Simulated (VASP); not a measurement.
# Al (C2/c) in VASP: single point with PBEsol

Aim: the single point of Al with PBEsol.

All numbers are computed with VASP 6.6.1; they aren't measurements. Logs are shortened: lines on timing, memory, paths and dates and some standing lists are left out, and cuts for length are marked.

### Step 1. The cell of the first run

The structure is monoclinic, space group C2/c (No. 15). Conventional cell: a = 2.782 Å, b = 18.173 Å, c = 2.782 Å, α = 90.00°, β = 109.47°, γ = 90.00°. Al (site symmetry 2) has 14 Al at 2.66 to 3.50 Å within 3.6 Å. Within 3.7 Å of Al (site symmetry 2) lie 14 Al at 2.78 to 3.21 Å.

### Step 2. Single point, PBEsol (the part above a cut slid along it)

INCAR reads:

```
PREC = Accurate ; ENCUT = 520
EDIFF = 1E-6 ; ISMEAR = 0
SIGMA = 0.15 ; LREAL = False
LASPH = True ; NELM = 80
ALGO = Fast ; ISIF = 2
LWAVE = False ; LCHARG = False
GGA = PS ; ISYM = 0
NBANDS = 14
```

KPOINTS reads:

```
Automatic mesh
0
Gamma
  16 16 5
```

POSCAR reads:

```
Al
1.0
   -1.6063180831      1.6063180831     -1.6063180831
   -1.6063180831     -1.6063180831      1.6063180831
   -0.8031590416      5.6221132910      7.2284313742
Al
4
Direct
    0.0000000000     -0.4375000000      0.8750000000
    0.5000000000      0.4375000000      0.1250000000
    0.0000000000     -0.1875000000      0.3750000000
    0.5000000000      0.1875000000      0.6250000000
```

Potentials or basis: VASP PAW PBE potentials, release 64 (Al).

The run is started by

```
cat potpaw_PBE.64/Al/POTCAR > POTCAR
mpirun -np 1 vasp_std > vasp.out
```

OUTCAR:

```text
PREC = Accurate
   ENCUT = 520
   EDIFF = 1E-6
   ISMEAR = 0
   LREAL = False
   LASPH = True
   NELM = 80
   ISIF = 2
   GGA = PS
   ISYM = 0

 ion  position               nearest neighbor table
   1  0.000  0.562  0.875-   2 2.66   2 2.66   4 2.78   4 2.78   4 3.21   4 3.21
   2  0.500  0.438  0.125-   1 2.66   1 2.66   3 2.78   3 2.78   3 3.21   3 3.21
   3  0.000  0.812  0.375-   2 2.78   4 2.78   2 2.78   4 2.78   4 3.21   2 3.21   4 3.21   2 3.21

   4  0.500  0.188  0.625-   3 2.78   1 2.78   3 2.78   1 2.78   1 3.21   3 3.21   3 3.21   1 3.21

IMPORTANT INFORMATION: All symmetrisations will be switched off!
NOSYMM: (Re-)initialisation of all symmetry stuff for point group C_1.

----------------------------------------------------------------------------------------

                                     Primitive cell

  volume of cell :      66.3154

  direct lattice vectors                    reciprocal lattice vectors
    -1.606318083  1.606318083 -1.606318083    -0.311270853  0.155635427 -0.155635427
    -1.606318083 -1.606318083  1.606318083    -0.311270853 -0.194544283  0.116726570
    -0.803159042  5.622113291  7.228431374     0.000000000  0.077817713  0.077817713

  length of vectors
     2.782224533  2.782224533  9.192575397     0.381227381  0.385178029  0.110050865

  position of ions in fractional coordinates (direct lattice)
     0.000000000  0.562500000  0.875000000
     0.500000000  0.437500000  0.125000000
     0.000000000  0.812500000  0.375000000
     0.500000000  0.187500000  0.625000000

  ion indices of the primitive-cell ions
   primitive index   ion index
                 1           1
                 2           2
                 3           3
                 4           4

----------------------------------------------------------------------------------------

 KPOINTS: Automatic mesh

Automatic generation of k-mesh.
 Grid dimensions read from file:
 generate k-points for:   16   16    5

 Generating k-lattice:

  Cartesian coordinates                     Fractional coordinates (reciprocal lattice)
    -0.019454428  0.009727214 -0.009727214     0.062500000  0.000000000  0.000000000
    -0.019454428 -0.012159018  0.007295411    -0.000000000  0.062500000 -0.000000000
     0.000000000  0.015563543  0.015563543     0.000000000  0.000000000  0.200000000

  Length of vectors
     0.023826711  0.024073627  0.022010173

  Shift w.r.t. Gamma in fractional coordinates (k-lattice)
[... 87 lines left out ...]
   EMIN   =  10.00;   EMAX   =-10.00  energy-range for DOS
   EFERMI =   0.00;   METHOD = LEGACY
   ISMEAR =     0;   SIGMA  =   0.15  broadening in eV -4-tet -1-fermi 0-gaus
   EFERMI_NEDOS =   21; number of points for ismear=-14 and -15
   IALGO  =     68    algorithm
   IMIX   =      4    mixing-type and parameters
     AMIX     =   0.40;   BMIX     =  1.00
     AMIX_MAG =   1.60;   BMIX_MAG =  1.00
  volume/ion in A,a.u.               =      16.58       111.88
  Fermi-wavevector in a.u.,A,eV,Ry     =   0.925970  1.749830 11.665920  0.857421
  Thomas-Fermi vector in A             =   2.051882
   LORBIT       =      0    0 simple, 1 ext, 2 COOP (PROOUT), +10 PAW based schemes
   GGA     = PS    functional components
   LHFCALC =     F    Hartree Fock is set to
   AEXX    =    0.0000 exact exchange contribution
   IVDW    =     0    specifies the selected vdW correction
   LEPSILON=     F    determine dielectric tensor
   LRPA    =     F    only Hartree local field effects (RPA)
 non-spin polarized calculation
 RMM-DIIS sequential band-by-band and
 Gauss-broadening in eV      SIGMA  =   0.15
  energy-cutoff  :      520.00
  volume of cell :       66.32
 maximum number of plane-waves:      1808
 NGX is ok and might be reduce to    24
   NGX = 11   NGY = 11   NGZ = 35

 number of electron      12.0000000 magnetization

 Free energy of the ion-electron system (eV)
  ---------------------------------------------------
  ext. energy  EPLUGINS =         0.00000000
  ---------------------------------------------------
  free energy    TOTEN  =       -15.94781517 eV

  energy without entropy =      -15.92701250  energy(sigma->0) =      -15.93741383

 E-fermi :   7.8554     XC(G=0): -10.2366

 val. band max:        7.8541162197   @ k =  -0.3125   0.1875   0.4000
 cond. band min:       7.8568007396   @ k =  -0.1875   0.5000   0.2000
 fundamental gap:      0.0026845199
 Fermi energy:         7.8553743435

 k-point     1 :       0.0000    0.0000    0.0000
  band No.  band energies     occupation
      1      -3.2028      2.00000
      2      -1.4243      2.00000
      3      -1.4181      2.00000
      4       3.5662      2.00000
      5       4.0461      2.00000
      6      12.0658      0.00000
      7      12.1752      0.00000
      8      16.2138      0.00000
      9      16.3320      0.00000
     10      16.9125      0.00000
     11      17.0395      0.00000
     12      17.5516      0.00000
     13      18.1365      0.00000
     14      18.4033      0.00000
[... 377 lines left out ...]
      1      -2.8932      2.00000
      2      -1.2260      2.00000
      3      -1.0052      2.00000
      4       3.7733      2.00000
      5       4.4266      2.00000
      6      12.0674      0.00000
      7      12.6648      0.00000
      8      13.1494      0.00000
      9      14.5531      0.00000
     10      14.7935      0.00000
     11      17.3271      0.00000
     12      17.4254      0.00000
     13      18.2597      0.00000
     14      18.4055      0.00000

 [... further k-points ...]

------------------------ aborting loop because EDIFF is reached ----------------------------------------

  FORCE on cell =-STRESS in cart. coord.  units (eV):
  Direction    XX          YY          ZZ          XY          YZ          ZX
  --------------------------------------------------------------------------------------
  -------------------------------------------------------------------------------------
  Total       -0.3454775      0.8377255      0.7240519     -0.0672119      0.0654371      0.1572062
  in kB       -8.3467185     20.2394027     17.4930552     -1.6238352      1.5809572      3.7980936
  external PRESSURE =       9.7952465 kB  Pullay stress =       0.0000000 kB

 VOLUME and BASIS-vectors are now :
 -----------------------------------------------------------------------------
  energy-cutoff  :      520.00
  volume of cell :       66.32
      direct lattice vectors                 reciprocal lattice vectors
    -1.606318083  1.606318083 -1.606318083    -0.311270853  0.155635427 -0.155635427
    -1.606318083 -1.606318083  1.606318083    -0.311270853 -0.194544283  0.116726570
    -0.803159042  5.622113291  7.228431374     0.000000000  0.077817713  0.077817713

 POSITION                                       TOTAL-FORCE (eV/Angst)
 -----------------------------------------------------------------------------------
     -1.60632      4.01580      7.22843        -0.000993     -0.298290     -0.298568
     -1.60632      0.80316      0.80316         0.000993      0.298290      0.298568
     -1.60632      0.80316      4.01580         0.000048     -0.023901     -0.021980
     -1.60632      4.01580      4.01580        -0.000048      0.023901      0.021980
 -----------------------------------------------------------------------------------
    total drift:                                0.000000      0.000000      0.000000

  FREE ENERGIE OF THE ION-ELECTRON SYSTEM (eV)
  ---------------------------------------------------
  free  energy   TOTEN  =       -15.9478151664 eV

  energy  without entropy=      -15.9270124963  energy(sigma->0) =      -15.93741383
```

Wall time 11 min (1 thread of Oxide Virtual Turin-like, shared host); peak memory 0.49 GiB.

Results:

```
Free energy            : -15.9478 eV
Pressure               : 1.0 GPa
Largest force          : 0.422 eV/Å
Band gap on the k mesh : zero (bands 6 and 7 overlap by 6.73 eV)
```

Forces in eV/Å, atoms in the order of the input:
```
Al  -0.001 -0.298 -0.299
Al   0.001  0.298  0.299
Al   0.000 -0.024 -0.022
Al   0.000  0.024  0.022
```

Caveat: the cell differs from its parent crystal (the part above a cut slid along it); the PAW data sets were made with another functional, which shifts forces and pressure a little.
